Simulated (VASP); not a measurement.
Here is a VASP 6.6.1 calculation.

INCAR

```
SYSTEM = TiO2
ALGO = Normal
EDIFF = 1E-6
ENCUT = 520
GGA = PE
ISIF = 2
ISMEAR = 0
LASPH = .TRUE.
LCHARG = .TRUE.
LDAU = .TRUE.
LDAUJ = 0 0
LDAUL = 2 -1
LDAUPRINT = 1
LDAUTYPE = 2
LDAUU = 4 0
LELF = .TRUE.
LMAXMIX = 4
LREAL = .FALSE.
LVHAR = .TRUE.
LWAVE = .FALSE.
NBANDS = 33
NELM = 150
PREC = Accurate
SIGMA = 0.05
```

Contents of KPOINTS:

```
k-points
0
G
  6 6 10
  0 0 0
```

POSCAR

```
TiO2
1.0
    4.6403824160      0.0000000000      0.0000000000
    0.0000000000      4.6403824160      0.0000000000
    0.0000000000      0.0000000000      3.0063836354
Ti O
2 4
Direct
   -0.0112068096     -0.0065046732      0.0092440653
    0.4982157290      0.4977647435      0.5058251188
    0.3165460723      0.3107793985      0.0010539217
    0.1912955366      0.7981349123      0.5044967375
    0.6924005265      0.7017715026     -0.0051467598
    0.8127489453      0.1980541163      0.4845269165
```

Potentials or basis: VASP PAW PBE potentials, release 64 (Ti_sv, O).

Command:

```bash
$ cat potpaw_PBE.64/Ti_sv/POTCAR potpaw_PBE.64/O/POTCAR > POTCAR
$ mpirun -np 1 vasp_std > vasp.out
```

Question: Estimate the band gap on the k mesh.

Answer: 2.38 eV (least direct gap 2.42 eV).

Question: Predict the largest force.

Answer: 0.929 eV/Å.

Question: Predict the pressure.

Answer: 5.4 GPa.

Forces on the atoms (eV/Å):
```
Ti   0.829 -0.038 -0.347
Ti  -0.175  0.164 -0.164
O   -0.565 -0.736 -0.052
O   -0.026  0.277 -0.204
O    0.147  0.066  0.144
O   -0.209  0.266  0.623
```

Caveat: the cell differs from its parent crystal (atoms moved at random); the cell stands under pressure. A k mesh can miss the band edges.
